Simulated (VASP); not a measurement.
**SiRu4: relaxation of the atoms with PBE**

SiRu4, a slab with vacuum:

```
Ru Si
1.0
     2.71980    0.00000    0.00000
    -1.35990    2.35541    0.00000
     0.00000    0.00000   21.86634
Ru Si
4 1
Direct
  0.66667 0.33333 0.18293
  0.33333 0.66667 0.28118
  0.66667 0.33333 0.37908
  0.33333 0.66667 0.47408
  0.66667 0.83333 0.57739
```

```
Program                             : VASP 6.6.1
Task                                : relaxation of the atoms
Functional                          : PBE
Potentials or basis                 : VASP PAW PBE potentials, release 64 (Ru_pv, Si)
Cutoff                              : 520 eV
k mesh                              : 12 × 12 × 1
Occupations                         : gaussian, width 0.1 eV
Spin                                : no spin polarisation
Dipole correction                   : yes
Atoms held fixed (from 0)           : [0, 1, 2, 3]
Further INCAR settings              : ALGO = Normal; EDIFF = 1e-06; IBRION = 2; EDIFFG = -0.025; NSW = 36
Atoms held along some axes (from 0) : atom 4 along a and b
```

| Item | Value |
| --- | --- |
| Band gap on the k mesh | zero (bands 30 and 31 overlap by 2.24 eV) |

Final structure:
```xyz
5
Lattice="2.7198 0.0000 0.0000 -1.3599 2.3554 0.0000 0.0000 0.0000 21.8663" Properties=species:S:1:pos:R:3 pbc="T T T"
Ru    1.3599    0.7851    4.0000
Ru    0.0000    1.5703    6.1483
Ru    1.3599    0.7851    8.2891
Ru    0.0000    1.5703   10.3663
Si    0.6799    1.9628   12.6253
```

Levels at points of the mesh, in eV from the Fermi level:
| k point | band 28 | band 29 | band 30 | band 31 | band 32 | band 33 |
| --- | --- | --- | --- | --- | --- | --- |
| (0.00, 0.00, 0.00) | -1.91 | -0.93 | -0.91 | -0.89 | 0.05 | 0.06 |
| (0.50, 0.00, 0.00) | -0.01 | 0.92 | 1.24 | 1.37 | 1.57 | 1.79 |
| (0.00, 0.50, 0.00) | 0.13 | 0.67 | 1.28 | 1.37 | 1.56 | 1.77 |

It took 3.5 min on 4 MPI ranks on AMD EPYC 7R43 64-Core Processor (Zen 3), with other jobs on the host, peak memory 0.32 GiB a rank.

Caveat: the relaxation stopped at its first step, so nothing moved.
